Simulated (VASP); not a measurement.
Here is a VASP 6.6.1 calculation.

Contents of INCAR:

```
ALGO = Normal ; EDIFF = 1E-7
EDIFFG = -0.04 ; ENCUT = 600
GGA = PE ; GGA_COMPAT = F
IBRION = 2 ; ISIF = 3
ISMEAR = 0 ; LASPH = T
LCHARG = F ; LMAXMIX = 6
LREAL = F ; LWAVE = F
NELM = 200 ; NELMIN = 4
NSW = 90 ; PREC = Accurate
SIGMA = 0.1
```

File KPOINTS:

```
k-points
0
Gamma
  6 6 4
```

Contents of POSCAR:

```
DyBe2F2
1.0
    3.6715246300      0.0000000000      0.0000000000
   -1.8357623100      3.1796336000      0.0000000000
    0.0000000000      0.0000000000      6.1585561200
Dy Be F
1 2 2
Direct
    0.0000000000      0.0000000000      0.0000000000
    0.6666666700      0.3333333300      0.0000000000
    0.3333333300      0.6666666700      0.5000000000
    0.0000000000      0.0000000000      0.6396430900
    0.0000000000      0.0000000000      0.3603569100
```

Potentials or basis: VASP PAW PBE potentials, release 64 (Dy_3, Be, F), 4f in core.

Command:

```bash
$ cat potpaw_PBE.64/Dy_3/POTCAR potpaw_PBE.64/Be/POTCAR potpaw_PBE.64/F/POTCAR > POTCAR
$ mpirun -np 1 vasp_std > vasp.out
```

Q: Estimate the relaxed cell.

A: a = 4.516 Å, b = 4.516 Å, c = 6.605 Å, α = 90.00°, β = 90.00°, γ = 120.00°.

Q: Estimate the relaxed volume.

A: 23.33 Å³/atom.

Q: What does it give for the band gap on the k mesh?

A: Zero (an odd number of electrons rules out a gap without spin polarisation).

Q: What does it give for the space group after relaxing (to 0.1 Å)?

A: P-6m2 (No. 187).

Step by step:
```csv
step,energy change (eV),largest force (eV/Å),pressure (GPa),volume (Å³)
1,0.0000,8.5050,27.44,71.90
2,-3.1636,1.1787,8.05,100.63
3,-3.1920,1.2668,7.67,102.65
4,-3.2280,1.4675,7.09,106.76
5,-3.2168,2.0246,6.46,115.30
6,-3.3015,0.9938,-4.42,137.47
7,-3.4963,0.0689,-0.12,126.72
8,-3.6951,0.4519,-0.93,132.40
9,-3.7181,0.6634,-1.27,134.88
10,-3.7962,0.7556,-0.75,131.44
11,-3.9657,1.0569,1.01,121.32
12,-3.4499,0.1920,8.81,102.03
13,-3.9126,1.7300,2.71,118.74
14,-3.8648,1.7466,5.33,109.72
15,-3.9116,1.8832,3.89,114.54
16,-3.9286,1.7501,3.75,114.19
17,-3.9688,1.3499,3.38,113.12
18,-3.9961,0.4927,2.85,111.01
19,-3.9969,0.6258,2.91,111.31
20,-4.0090,0.5904,2.62,111.86
21,-4.0368,0.4808,1.81,113.51
22,-4.0583,0.2493,0.39,116.85
23,-4.0584,0.2387,0.33,116.99
24,-4.0594,0.2000,0.28,116.94
25,-4.0615,0.0821,0.13,116.77
26,-4.0607,0.1573,-0.16,116.44
27,-4.0620,0.0063,0.02,116.65
```

Caveat: the volume moved by over 15 % at a fixed basis, so the end points are rough; spin-orbit coupling is left out, which moves the levels of the heavy elements; the 4f electrons are frozen in the core, so they carry no moment and show no levels; the run has no spin polarisation, though such a crystal can be magnetic. Spin polarisation is off, so any magnetic state and its effect on volume and gap are missing.
